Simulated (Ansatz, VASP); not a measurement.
Ge in VASP and in Ansatz

```
Ge
1.0
     4.07294    0.00035    0.00040
    -2.03617    3.52638   -0.00026
     0.00155   -0.00044   13.34226
Ge
8
Direct
  0.33263 0.66590 0.03111
  0.33301 0.66637 0.53111
  0.66737 0.33446 0.28110
  0.66694 0.33330 0.78111
  0.33397 0.66769 0.21889
  0.33361 0.66661 0.71889
  0.66644 0.33313 0.46890
  0.66602 0.33254 0.96889
```

Change from the starting cell: cell x2, atoms moved at random (sigma 0.1 Å) and cell strained at random (1.5 %), then relaxed without symmetry.

Alike in both runs: functional PBE; k mesh 6 × 6 × 2; occupations gaussian, width 0.2 eV; no spin polarisation.

Ansatz relaxed the structure, and its values are those at the end. VASP's run is a single point on that final structure, the one shown.

```csv
,VASP,Ansatz
version,VASP 6.6.1,Ansatz 0.2.0
potentials or method,"VASP PAW PBE potentials, release 64 (Ge_d), cutoff 520 eV","scalar-relativistic, plane waves, PAW"
valence electrons in the cell,112,112
```

|  | VASP | Ansatz | Ansatz less VASP |
| --- | --- | --- | --- |
| gap on the k mesh at the Fermi level (eV) | 0.01 | 0.01 | -0.003 |
| least direct gap on the mesh (eV) | 0.16 | 0.16 | -0.003 |
| pressure (GPa) | -0.1 | 0.0 | +0.03 |
| rms of the force components (eV/Å) | 0.004 | 0.004 | -0.0007 |
